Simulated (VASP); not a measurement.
# Na (Pm-3m) in VASP: further runs

Na is run at these levels: PBE; tasks: single point.

All numbers are computed with VASP 6.6.1; they aren't measurements. Logs are shortened: lines on timing, memory, paths and dates and some standing lists are left out, and cuts for length are marked.

**1. The cell of the first run**

Symmetry: Pm-3m, No. 221, cubic system. The conventional cell has a = 3.238 Å, b = 3.238 Å, c = 3.238 Å, α = 90.00°, β = 90.00°, γ = 90.00°. Na (site symmetry m-3m) has 6 Na at 3.24 Å within 4.3 Å.

**2. Single point, PBE (volume scaled by 0.85)**

Input file INCAR:

```
PREC = Accurate
ENCUT = 520
EDIFF = 1E-6
ISMEAR = -1
SIGMA = 0.05
LREAL = F
LASPH = T
NELM = 100
ALGO = Normal
ISIF = 2
LWAVE = F
LCHARG = T
GGA = PE
LELF = T
LVHAR = T
NBANDS = 10
```

Input file KPOINTS:

```
regular mesh
0
Gamma
  12 12 12
```

Input file POSCAR:

```
Na
1.0
    3.2375976705      0.0000000000      0.0000000000
    0.0000000000      3.2375976705      0.0000000000
    0.0000000000      0.0000000000      3.2375976705
Na
1
Direct
    0.0000000000      0.0000000000      0.0000000000
```

Potentials or basis: VASP PAW PBE potentials, release 64 (Na_pv).

Command:

```
> cat potpaw_PBE.64/Na_pv/POTCAR > POTCAR
> mpirun -np 1 vasp_std > vasp.out
```

OUTCAR:

```text
PREC = Accurate
   ENCUT = 520
   EDIFF = 1E-6
   ISMEAR = -1
   LREAL = F
   LASPH = T
   NELM = 100
   ISIF = 2
   GGA = PE

 ion  position               nearest neighbor table
   1  0.000  0.000  0.000-

  LATTYP: Found a simple cubic cell.
 ALAT       =     3.2375976705

  Lattice vectors:

 A1 = (   3.2375976705,   0.0000000000,   0.0000000000)
 A2 = (   0.0000000000,   3.2375976705,   0.0000000000)
 A3 = (   0.0000000000,   0.0000000000,   3.2375976705)

Analysis of symmetry for initial positions (statically):
=====================================================================
 Subroutine PRICEL returns:
 Original cell was already a primitive cell.

 Routine SETGRP: Setting up the symmetry group for a
 simple cubic supercell.

 Subroutine GETGRP returns: Found 48 space group operations
 (whereof 48 operations were pure point group operations)
 out of a pool of 48 trial point group operations.

The static configuration has the point symmetry O_h .

Analysis of symmetry for dynamics (positions and initial velocities):
=====================================================================
 Subroutine PRICEL returns:
 Original cell was already a primitive cell.

 Routine SETGRP: Setting up the symmetry group for a
 simple cubic supercell.

 Subroutine GETGRP returns: Found 48 space group operations
 (whereof 48 operations were pure point group operations)
 out of a pool of 48 trial point group operations.

The dynamic configuration has the point symmetry O_h .

 Subroutine INISYM returns: Found 48 space group operations
 (whereof 48 operations are pure point group operations),
 and found     1 'primitive' translations

----------------------------------------------------------------------------------------

                                     Primitive cell

  volume of cell :      33.9366

  direct lattice vectors                    reciprocal lattice vectors
     3.237597671  0.000000000  0.000000000     0.308870991  0.000000000  0.000000000
     0.000000000  3.237597671  0.000000000     0.000000000  0.308870991  0.000000000
     0.000000000  0.000000000  3.237597671     0.000000000  0.000000000  0.308870991

  length of vectors
     3.237597671  3.237597671  3.237597671     0.308870991  0.308870991  0.308870991

  position of ions in fractional coordinates (direct lattice)
     0.000000000  0.000000000  0.000000000

  ion indices of the primitive-cell ions
   primitive index   ion index
                 1           1

----------------------------------------------------------------------------------------

 KPOINTS: regular mesh

Automatic generation of k-mesh.
 Grid dimensions read from file:
 generate k-points for:   12   12   12

 Generating k-lattice:

  Cartesian coordinates                     Fractional coordinates (reciprocal lattice)
     0.025739249  0.000000000  0.000000000     0.083333333  0.000000000  0.000000000
     0.000000000  0.025739249  0.000000000     0.000000000  0.083333333  0.000000000
     0.000000000  0.000000000  0.025739249     0.000000000  0.000000000  0.083333333

  Length of vectors
     0.025739249  0.025739249  0.025739249

  Shift w.r.t. Gamma in fractional coordinates (k-lattice)
     0.000000000  0.000000000  0.000000000

 Subroutine IBZKPT returns following result:
 ===========================================

 Found     84 irreducible k-points:

 Following reciprocal coordinates:
            Coordinates               Weight
  0.000000  0.000000  0.000000      1.000000
  0.083333  0.000000  0.000000      6.000000
  0.166667  0.000000  0.000000      6.000000
  0.250000  0.000000  0.000000      6.000000
  0.333333  0.000000  0.000000      6.000000
  0.416667  0.000000  0.000000      6.000000
[... 16 lines left out ...]
  0.333333  0.333333  0.000000     12.000000
  0.416667  0.333333  0.000000     24.000000
 [... further k-points ...]
   k-points           NKPTS =     84   k-points in BZ     NKDIM =     84   number of bands    NBANDS=     10
   number of dos      NEDOS =    301   number of ions     NIONS =      1
   total plane-waves  NPLWV =  13824
   dimension x,y,z NGX =    24 NGY =   24 NGZ =   24
   dimension x,y,z NGXF=    48 NGYF=   48 NGZF=   48
   ions per type =               1
   NGX,Y,Z   is equivalent  to a cutoff of  12.32, 12.32, 12.32 a.u.
   NGXF,Y,Z  is equivalent  to a cutoff of  24.65, 24.65, 24.65 a.u.
 SYSTEM =  unknown system
   PREC   = accura    normal or accurate (medium, high low for compatibility)
   ISTART =      0    job   : 0-new  1-cont  2-samecut
   ICHARG =      2    charge: 1-file 2-atom 10-const
   ISPIN  =      1    spin polarized calculation?
   LNONCOLLINEAR =      F non collinear calculations
   LSORBIT =      F    spin-orbit coupling
   LASPH  =      T    aspherical Exc in radial PAW
   ENCUT  =  520.0 eV  38.22 Ry    6.18 a.u.   6.02  6.02  6.02*2*pi/ulx,y,z
   NELM   =    100;   NELMIN=  2; NELMDL= -5     # of ELM steps
   EDIFF  = 0.1E-05   stopping-criterion for ELM
   LREAL  =      F    real-space projection
   EDIFFG = 0.1E-04   stopping-criterion for IOM
   NSW    =      0    number of steps for IOM
   IBRION =     -1    ionic relax: 0-MD 1-quasi-New 2-CG
   NFREE  =      0    steps in history (QN), initial steepest desc. (CG)
   ISIF   =      2    stress and relaxation
   ISYM   =      2    0-nonsym 1-usesym 2-fastsym
   POTIM  = 0.5000    time-step for ionic-motion
   TEBEG  =    0.0;   TEEND  =   0.0 temperature during run
   PSTRESS=    0.0 pullay stress
   NELECT =       7.0000    total number of electrons
   NUPDOWN=      -1.0000    fix difference up-down
   EMIN   =  10.00;   EMAX   =-10.00  energy-range for DOS
   EFERMI =   0.00;   METHOD = LEGACY
   ISMEAR =    -1;   SIGMA  =   0.05  broadening in eV -4-tet -1-fermi 0-gaus
   EFERMI_NEDOS =   21; number of points for ismear=-14 and -15
   IALGO  =     38    algorithm
   IMIX   =      4    mixing-type and parameters
     AMIX     =   0.40;   BMIX     =  1.00
     AMIX_MAG =   1.60;   BMIX_MAG =  1.00
  volume/ion in A,a.u.               =      33.94       229.02
  Fermi-wavevector in a.u.,A,eV,Ry     =   0.967278  1.827890 12.729974  0.935627
  Thomas-Fermi vector in A             =   2.097150
   LORBIT       =      0    0 simple, 1 ext, 2 COOP (PROOUT), +10 PAW based schemes
   GGA     = PE    functional components
   LHFCALC =     F    Hartree Fock is set to
   AEXX    =    0.0000 exact exchange contribution
   IVDW    =     0    specifies the selected vdW correction
   LEPSILON=     F    determine dielectric tensor
   LRPA    =     F    only Hartree local field effects (RPA)
 non-spin polarized calculation
  energy-cutoff  :      520.00
  volume of cell :       33.94
 maximum number of plane-waves:       931
   NGX = 13   NGY = 13   NGZ = 13

 number of electron       6.9999980 magnetization

 Free energy of the ion-electron system (eV)
  ---------------------------------------------------
  ext. energy  EPLUGINS =         0.00000000
  ---------------------------------------------------
  free energy    TOTEN  =        -1.17317930 eV

  energy without entropy =       -1.16851999  energy(sigma->0) =       -1.17084965

 E-fermi :   0.6245     XC(G=0):  -6.7302

 val. band max:        0.5941712783   @ k =   0.5000   0.0000   0.0000
 cond. band min:       0.6427187613   @ k =   0.4167   0.2500   0.0833
 fundamental gap:      0.0485474830
 Fermi energy:         0.6245046936

 k-point     1 :       0.0000    0.0000    0.0000
  band No.  band energies     occupation
      1     -24.4251      2.00000
      2     -24.4251      2.00000
      3     -24.4251      2.00000
      4      -2.8542      2.00000
      5       9.5150      0.00000
      6       9.5150      0.00000
      7      11.1854      0.00000
      8      11.1854      0.00000
      9      11.1854      0.00000
     10      14.4705      0.00000

 k-point     2 :       0.0833    0.0000    0.0000
  band No.  band energies     occupation
      1     -24.4304      2.00000
      2     -24.4246      2.00000
      3     -24.4246      2.00000
      4      -2.7507      2.00000
      5       8.3937      0.00000
      6       9.6090      0.00000
      7      11.2645      0.00000
      8      11.2645      0.00000
      9      11.9399      0.00000
     10      15.0839      0.00000

 k-point     3 :       0.1667    0.0000    0.0000
  band No.  band energies     occupation
      1     -24.4447      2.00000
      2     -24.4234      2.00000
      3     -24.4234      2.00000
      4      -2.4413      2.00000
      5       6.6865      0.00000
      6       9.8892      0.00000
      7      11.5015      0.00000
      8      11.5015      0.00000
      9      12.7163      0.00000
     10      16.7361      0.00000

 k-point     4 :       0.2500    0.0000    0.0000
  band No.  band energies     occupation
      1     -24.4643      2.00000
      2     -24.4217      2.00000
      3     -24.4217      2.00000
      4      -1.9301      2.00000
      5       5.0045      0.00000
      6      10.3479      0.00000
      7      11.8947      0.00000
      8      11.8947      0.00000
      9      13.3740      0.00000
     10      17.9763      0.00000
[... 222 lines left out ...]
 k-point    22 :       0.5000    0.2500    0.0000
  band No.  band energies     occupation
      1     -24.4979      2.00000
      2     -24.4556      2.00000
      3     -24.4152      2.00000
      4       1.4169      0.00000
      5       1.8459      0.00000
      6       8.1141      0.00000
      7       8.6927      0.00000
      8      14.3980      0.00000
      9      15.2864      0.00000
     10      15.5740      0.00000

 k-point    23 :       0.3333    0.3333    0.0000
  band No.  band energies     occupation
      1     -24.4774      2.00000
      2     -24.4757      2.00000
      3     -24.4152      2.00000
      4       0.3555      1.99083
      5       4.6097      0.00000
      6       5.3429      0.00000
      7       9.4201      0.00000
      8      13.7376      0.00000
      9      14.5736      0.00000
     10      16.9118      0.00000

 k-point    24 :       0.4167    0.3333    0.0000
  band No.  band energies     occupation
      1     -24.4903      2.00000
      2     -24.4748      2.00000
      3     -24.4141      2.00000
      4       1.2181      0.00001
      5       3.5288      0.00000
      6       5.8411      0.00000
      7       8.1307      0.00000
      8      14.4311      0.00000
      9      15.4008      0.00000
     10      16.2642      0.00000

 [... further k-points ...]

------------------------ aborting loop because EDIFF is reached ----------------------------------------

  FORCE on cell =-STRESS in cart. coord.  units (eV):
  Direction    XX          YY          ZZ          XY          YZ          ZX
  --------------------------------------------------------------------------------------
  -------------------------------------------------------------------------------------
  Total        0.2662706      0.2662706      0.2662706      0.0000000      0.0000000     -0.0000000
  in kB       12.5708651     12.5708651     12.5708651      0.0000000      0.0000000     -0.0000000
  external PRESSURE =      12.5708651 kB  Pullay stress =       0.0000000 kB

 VOLUME and BASIS-vectors are now :
 -----------------------------------------------------------------------------
  energy-cutoff  :      520.00
  volume of cell :       33.94
      direct lattice vectors                 reciprocal lattice vectors
     3.237597671  0.000000000  0.000000000     0.308870991  0.000000000  0.000000000
     0.000000000  3.237597671  0.000000000     0.000000000  0.308870991  0.000000000
     0.000000000  0.000000000  3.237597671     0.000000000  0.000000000  0.308870991

 POSITION                                       TOTAL-FORCE (eV/Angst)
 -----------------------------------------------------------------------------------
      0.00000      0.00000      0.00000         0.000000      0.000000      0.000000
 -----------------------------------------------------------------------------------
    total drift:                                0.000000     -0.000000      0.000000

  FREE ENERGIE OF THE ION-ELECTRON SYSTEM (eV)
  ---------------------------------------------------
  free  energy   TOTEN  =        -1.1731792970 eV

  energy  without entropy=       -1.1685199945  energy(sigma->0) =       -1.17084965
```

Run time: 14 s. Hardware: 1 thread of Intel Xeon Platinum 8375C at 2.90GHz (Ice Lake), shared host; peak memory 0.14 GiB.

What came out:

| Quantity | Value |
| --- | --- |
| Free energy | -1.1732 eV |
| Pressure | 1.3 GPa |

**3. Single point, PBE (volume scaled by 0.95)**

Input file INCAR:

```
SYSTEM = Na
PREC     = Accurate       ! precision mode
ENCUT    = 520            ! plane-wave cutoff, eV
EDIFF    = 1E-6           ! SCF threshold, eV
ISMEAR   = -1             ! smearing method
SIGMA    = 0.05           ! smearing width, eV
LREAL    = .False.        ! projectors in reciprocal space
LASPH    = .True.         ! aspherical terms in the spheres
NELM     = 60             ! most SCF steps
ALGO     = Normal         ! electronic algorithm
ISIF     = 2              ! what is computed and relaxed
LWAVE    = .False.        ! write WAVECAR
LCHARG   = .False.        ! write CHGCAR
GGA      = PE             ! functional
NBANDS   = 10             ! bands
```

Input file KPOINTS:

```
Automatic mesh
0
Gamma
  12 12 12
  0 0 0
```

Input file POSCAR:

```
Na
1.0
    3.3598852002      0.0000000000      0.0000000000
    0.0000000000      3.3598852002      0.0000000000
    0.0000000000      0.0000000000      3.3598852002
Na
1
Direct
    0.0000000000      0.0000000000      0.0000000000
```

Potentials or basis: VASP PAW PBE potentials, release 64 (Na_pv).

Command:

```
> cat potpaw_PBE.64/Na_pv/POTCAR > POTCAR
> mpirun -np 1 vasp_std > vasp.out
```

OUTCAR:

```text
SYSTEM = Na
   PREC = Accurate
   ENCUT = 520
   EDIFF = 1E-6
   ISMEAR = -1
   LREAL = .False.
   LASPH = .True.
   NELM = 60
   ISIF = 2
   GGA = PE

 ion  position               nearest neighbor table
   1  0.000  0.000  0.000-

  LATTYP: Found a simple cubic cell.
 ALAT       =     3.3598852002

  Lattice vectors:

 A1 = (   3.3598852002,   0.0000000000,   0.0000000000)
 A2 = (   0.0000000000,   3.3598852002,   0.0000000000)
 A3 = (   0.0000000000,   0.0000000000,   3.3598852002)

Analysis of symmetry for initial positions (statically):
=====================================================================
 Subroutine PRICEL returns:
 Original cell was already a primitive cell.

 Routine SETGRP: Setting up the symmetry group for a
 simple cubic supercell.

 Subroutine GETGRP returns: Found 48 space group operations
 (whereof 48 operations were pure point group operations)
 out of a pool of 48 trial point group operations.

The static configuration has the point symmetry O_h .

Analysis of symmetry for dynamics (positions and initial velocities):
=====================================================================
 Subroutine PRICEL returns:
 Original cell was already a primitive cell.

 Routine SETGRP: Setting up the symmetry group for a
 simple cubic supercell.

 Subroutine GETGRP returns: Found 48 space group operations
 (whereof 48 operations were pure point group operations)
 out of a pool of 48 trial point group operations.

The dynamic configuration has the point symmetry O_h .

 Subroutine INISYM returns: Found 48 space group operations
 (whereof 48 operations are pure point group operations),
 and found     1 'primitive' translations

----------------------------------------------------------------------------------------

                                     Primitive cell

[... 104 lines left out ...]
   EFERMI_NEDOS =   21; number of points for ismear=-14 and -15
   IALGO  =     38    algorithm
   IMIX   =      4    mixing-type and parameters
     AMIX     =   0.40;   BMIX     =  1.00
     AMIX_MAG =   1.60;   BMIX_MAG =  1.00
  volume/ion in A,a.u.               =      37.93       255.96
  Fermi-wavevector in a.u.,A,eV,Ry     =   0.932073  1.761362 11.820188  0.868759
  Thomas-Fermi vector in A             =   2.058632
   LORBIT       =      0    0 simple, 1 ext, 2 COOP (PROOUT), +10 PAW based schemes
   GGA     = PE    functional components
   LHFCALC =     F    Hartree Fock is set to
   AEXX    =    0.0000 exact exchange contribution
   IVDW    =     0    specifies the selected vdW correction
   LEPSILON=     F    determine dielectric tensor
   LRPA    =     F    only Hartree local field effects (RPA)
 non-spin polarized calculation
  energy-cutoff  :      520.00
  volume of cell :       37.93
 maximum number of plane-waves:      1064
 NGX is ok and might be reduce to    28
   NGX = 13   NGY = 13   NGZ = 13

 number of electron       7.0000000 magnetization

 Free energy of the ion-electron system (eV)
  ---------------------------------------------------
  ext. energy  EPLUGINS =         0.00000000
  ---------------------------------------------------
  free energy    TOTEN  =        -1.19257327 eV

  energy without entropy =       -1.18791240  energy(sigma->0) =       -1.19024283

 E-fermi :   0.2885     XC(G=0):  -6.4338

 val. band max:        0.2116933772   @ k =   0.3333   0.2500   0.2500
 cond. band min:       0.3004813019   @ k =   0.4167   0.2500   0.0833
 fundamental gap:      0.0887879247
 Fermi energy:         0.2885059977

 k-point     1 :       0.0000    0.0000    0.0000
  band No.  band energies     occupation
      1     -24.8106      2.00000
      2     -24.8106      2.00000
      3     -24.8106      2.00000
      4      -2.9543      2.00000
      5       8.6889      0.00000
      6       8.6889      0.00000
      7      10.0726      0.00000
      8      10.0726      0.00000
      9      10.0726      0.00000
     10      13.0344      0.00000
[... 287 lines left out ...]
 k-point    24 :       0.4167    0.3333    0.0000
  band No.  band energies     occupation
      1     -24.8563      2.00000
      2     -24.8455      2.00000
      3     -24.8030      2.00000
      4       0.8399      0.00003
      5       2.9751      0.00000
      6       5.1590      0.00000
      7       7.2505      0.00000
      8      13.1898      0.00000
      9      14.0646      0.00000
     10      14.9186      0.00000

 [... further k-points ...]
[... 5 lines left out ...]
  --------------------------------------------------------------------------------------
  -------------------------------------------------------------------------------------
  Total        0.0740990      0.0740990      0.0740990     -0.0000000      0.0000000     -0.0000000
  in kB        3.1300377      3.1300377      3.1300377     -0.0000000      0.0000000     -0.0000000
  external PRESSURE =       3.1300377 kB  Pullay stress =       0.0000000 kB

 VOLUME and BASIS-vectors are now :
 -----------------------------------------------------------------------------
  energy-cutoff  :      520.00
  volume of cell :       37.93
      direct lattice vectors                 reciprocal lattice vectors
     3.359885200  0.000000000  0.000000000     0.297629217  0.000000000  0.000000000
     0.000000000  3.359885200  0.000000000     0.000000000  0.297629217  0.000000000
     0.000000000  0.000000000  3.359885200     0.000000000  0.000000000  0.297629217

 POSITION                                       TOTAL-FORCE (eV/Angst)
 -----------------------------------------------------------------------------------
      0.00000      0.00000      0.00000         0.000000      0.000000      0.000000
 -----------------------------------------------------------------------------------
    total drift:                               -0.000000     -0.000000     -0.000000

  FREE ENERGIE OF THE ION-ELECTRON SYSTEM (eV)
  ---------------------------------------------------
  free  energy   TOTEN  =        -1.1925732720 eV

  energy  without entropy=       -1.1879123956  energy(sigma->0) =       -1.19024283
```

stdout:

```text
POSCAR found type information on POSCAR Na
 POSCAR found :  1 types and       1 ions
 scaLAPACK will be used
 LDA part: xc-table for (Slater+PW92), standard interpolation
 POSCAR, INCAR and KPOINTS ok, starting setup
 FFT: planning ... GRIDC
 FFT: planning ... GRID_SOFT
 FFT: planning ... GRID
 WAVECAR not read
 entering main loop
```

Wall time 28 s (1 thread of Intel Xeon Platinum 8375C at 2.90GHz (Ice Lake), shared host); peak memory 0.15 GiB.

What came out:

```
Free energy : -1.1926 eV
Pressure    : 0.3 GPa
```
